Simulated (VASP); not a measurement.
Set up this calculation in VASP 6.6.1, as the native input.

```yaml
Task: single point
Functional: PBEsol
Potentials_or_basis: VASP PAW PBE potentials, release 64 (V_sv, H)
Cutoff: 520 eV
k_mesh: 11 × 11 × 11
Occupations: fermi-dirac, width 0.05 eV
Spin: no spin polarisation
Dipole_correction: no
Further_INCAR_settings: ALGO = Normal; EDIFF = 1e-07; NBANDS = 14
```

The structure of VH2 lies in POSCAR:

```
VH2
1.0
    0.0000000000      2.0975786559      2.0975786559
    2.0975786559      0.0000000000      2.0975786559
    2.0975786559      2.0975786559      0.0000000000
V H
1 2
Direct
   -0.0312500000     -0.0312500000     -0.0312500000
    0.7812500000      0.7812500000      0.7812500000
    0.2500000000      0.2500000000      0.2500000000
```

This cell differs from its parent crystal: shortest bond scaled by 0.75.

One way to write it, as run:

INCAR

```
SYSTEM = VH2
ALGO = Normal
EDIFF = 1E-7
ENCUT = 520
GGA = PS
ISIF = 2
ISMEAR = -1
LASPH = .TRUE.
LCHARG = .FALSE.
LREAL = .FALSE.
LWAVE = .FALSE.
NBANDS = 14
NELM = 60
PREC = Accurate
SIGMA = 0.05
```

KPOINTS

```
k-points
0
G
  11 11 11
  0 0 0
```

Potentials or basis: VASP PAW PBE potentials, release 64 (V_sv, H).

Command:

```bash
$ cat potpaw_PBE.64/V_sv/POTCAR potpaw_PBE.64/H/POTCAR > POTCAR
$ mpirun -np 1 vasp_std > vasp.out
```

It gave:

| Item | Value |
| --- | --- |
| Pressure | 14.2 GPa |
| Largest force | 7.779 eV/Å |

Caveat: the cell differs from its parent crystal (shortest bond scaled by 0.75); the PAW data sets were made with another functional, which shifts forces and pressure a little.

It took 12 s on 1 thread of Intel(R) Xeon(R) 6975P-C (Granite Rapids), on a shared host, peak memory 0.16 GiB.
